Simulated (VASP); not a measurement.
Wanted: the native input for a VASP 6.6.1 run.

```
Task                   : single point
Functional             : LDA
Potentials or basis    : VASP PAW LDA potentials, release 64 (Ni)
Cutoff                 : 520 eV
k mesh                 : 12 × 7 × 10
Occupations            : gaussian, width 0.1 eV
Spin                   : collinear spin, antiferromagnetic start
Starting moments       : [1.0, -1.0] μB
Dipole correction      : no
Further INCAR settings : ALGO = Normal; EDIFF = 1e-06; NBANDS = 21; ISYM = 0
```

The structure of Ni lies in POSCAR:

```
Ni
1.0
    0.0000000000     -1.7716500000     -1.7716500000
   -3.5433000000     -1.7716500000     -1.7716500000
    0.0000000000      1.7716500000     -1.7716500000
Ni
2
Direct
    0.0000000000      0.0000000000      0.0000000000
    0.0000000000      0.5000000000      0.5000000000
```

The input as run:

INCAR

```
SYSTEM = Ni
  PREC = Accurate
  ENCUT = 520
  EDIFF = 1E-6
  ISMEAR = 0
  SIGMA = 0.1
  LREAL = .False.
  LASPH = .True.
  NELM = 150
  ALGO = Normal
  ISIF = 2
  LWAVE = .False.
  LCHARG = .False.
  ISPIN = 2
  MAGMOM = 1 -1
  LORBIT = 11
  LMAXMIX = 4
  ISYM = 0
  NBANDS = 21
```

KPOINTS

```
regular mesh
0
Gamma
  12 7 10
  0 0 0
```

Potentials or basis: VASP PAW LDA potentials, release 64 (Ni).

Command:

```sh
$ cat potpaw_LDA.64/Ni/POTCAR > POTCAR
$ mpirun -np 1 vasp_std > vasp.out
```

Results of the run:

```
Pressure                                              : -21.2 GPa
Band gap on the k mesh                                : zero (filled and empty bands overlap)
Net moment                                            : 0.00 μB per cell
Valence electrons inside the program's atomic spheres : Ni 9.29, 9.28
```

Caveat: the cell stands under tension; the moments typed at the start vanished in this run.

Wall time 6.3 min on 1 thread of Intel(R) Xeon(R) Platinum 8259CL CPU @ 2.50GHz (Skylake/Cascade Lake), on a shared host, peak memory 0.35 GiB.
